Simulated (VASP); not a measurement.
Input of a VASP 6.6.1 run:

The input INCAR:

```
PREC     = Accurate       # precision mode
ENCUT    = 520            # plane-wave cutoff, eV
EDIFF    = 1E-6           # SCF threshold, eV
ISMEAR   = 0              # smearing method
SIGMA    = 0.02           # smearing width, eV
LREAL    = False          # projectors in reciprocal space
LASPH    = True           # aspherical terms in the spheres
NELM     = 80             # most SCF steps
ALGO     = Normal         # electronic algorithm
ISIF     = 2              # what is computed and relaxed
LWAVE    = False          # write WAVECAR
LCHARG   = False          # write CHGCAR
GGA      = PE             # functional
NBANDS   = 29             # bands
```

Contents of KPOINTS:

```
Automatic mesh
0
Gamma
  12 12 4
```

File POSCAR:

```
PtSeS4
1.0
    3.5789387583      0.0000000000      0.0000000000
   -1.7894693792      3.0994518833      0.0000000000
    0.0000000000      0.0000000000     12.9969580760
Pt Se S
1 1 4
Direct
    0.0000000000      0.0000000000      0.5000000000
    0.0000000000      0.0000000000      0.0000000000
    0.6666666667      0.3333333333      0.5943330252
    0.6666666667      0.3333333333      0.1125960051
    0.3333333333      0.6666666667      0.8874039949
    0.3333333333      0.6666666667      0.4056669748
```

Potentials or basis: VASP PAW PBE potentials, release 64 (Pt, Se, S).

Command:

```console
$ cat potpaw_PBE.64/Pt/POTCAR potpaw_PBE.64/Se/POTCAR potpaw_PBE.64/S/POTCAR > POTCAR
$ mpirun -np 1 vasp_std > vasp.out
```

(1) Predict the band gap on the k mesh.

(2) Estimate the pressure.

(3) Estimate the largest force.

Results:

(1) 0.88 eV (least direct gap 1.35 eV).

(2) -0.2 GPa.

(3) 0.036 eV/Å.

Caveat: spin-orbit coupling is left out, which moves the levels of the heavy elements; this functional lacks dispersion, which binds layers or chains, so the pressure and a relaxed spacing across them are unreliable.
